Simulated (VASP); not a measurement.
Input of a VASP 6.6.1 run:

Contents of POSCAR:

```
Be
1.0
    2.1712654020      0.0000000000      0.0000000000
    0.0000000000      2.1712654020      0.0000000000
    0.0000000000      0.0000000000      2.1712654020
Be
1
Direct
    0.0000000000      0.0000000000      0.0000000000
```

Contents of INCAR.step1:

```
  PREC = Accurate
  ENCUT = 520
  ISMEAR = -1
  SIGMA = 0.1
  LREAL = False
  LASPH = True
  NELM = 80
  NBANDS = 7
  GGA = PE
  ALGO = Normal
  EDIFF = 1E-4
  LWAVE = True
  LCHARG = False
```

Contents of INCAR.step2:

```
  PREC = Accurate
  ENCUT = 520
  EDIFF = 1E-6
  ISMEAR = -1
  SIGMA = 0.1
  LREAL = False
  LASPH = True
  NELM = 80
  ALGO = Normal
  ISIF = 2
  LWAVE = False
  LCHARG = True
  METAGGA = R2SCAN
  LMIXTAU = True
  LELF = True
  LVHAR = True
  NBANDS = 7
  ISTART = 1
```

File KPOINTS:

```
regular mesh
0
Gamma
  7 7 7
```

Potentials or basis: VASP PAW PBE potentials, release 64 (Be).

Run with:

```bash
$ cat potpaw_PBE.64/Be/POTCAR > POTCAR
$ cp INCAR.step1 INCAR
$ mpirun -np 1 vasp_std > vasp.out
$ cp INCAR.step2 INCAR
$ mpirun -np 1 vasp_std > vasp.out
```

(1) What does it give for the band gap on the k mesh?

(2) Predict the pressure.

Answers

(1) zero (band 1 reaches 8.67 eV, above the bottom of band 2 at 4.04 eV).

(2) -0.2 GPa.

Caveat: the k points lie up to 0.41 Å⁻¹ apart; the PAW data sets were made with another functional, which shifts forces and pressure a little.
